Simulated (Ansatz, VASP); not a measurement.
**Two plane-wave programs on C**

```
C
1.0
     0.00000    2.13602    4.29385
     1.23323    0.00000    4.29385
     1.23323    2.13602    0.00000
C
2
Direct
  0.16667 0.83333 0.16667
  0.83333 0.16667 0.83333
```

Alike in both runs: functional PBE; k mesh 14 × 14 × 14; occupations gaussian, width 0.02 eV; no spin polarisation.

Ansatz relaxed the structure, and its values are those at the end. VASP's run is a single point on that final structure, the one shown.

|  | VASP | Ansatz |
| --- | --- | --- |
| version | VASP 6.6.1 | Ansatz 0.2.0 |
| potentials or method | VASP PAW PBE potentials, release 64 (C), cutoff 520 eV | scalar-relativistic, plane waves, PAW |
| valence electrons in the cell | 8 | 8 |

|  | VASP | Ansatz | Ansatz less VASP |
| --- | --- | --- | --- |
| gap on the k mesh at the Fermi level (eV) | 1.03 | 1.03 | +0.001 |
| least direct gap on the mesh (eV) | 1.09 | 1.09 | +0.001 |
| pressure (GPa) | 0.4 | 0.0 | -0.36 |
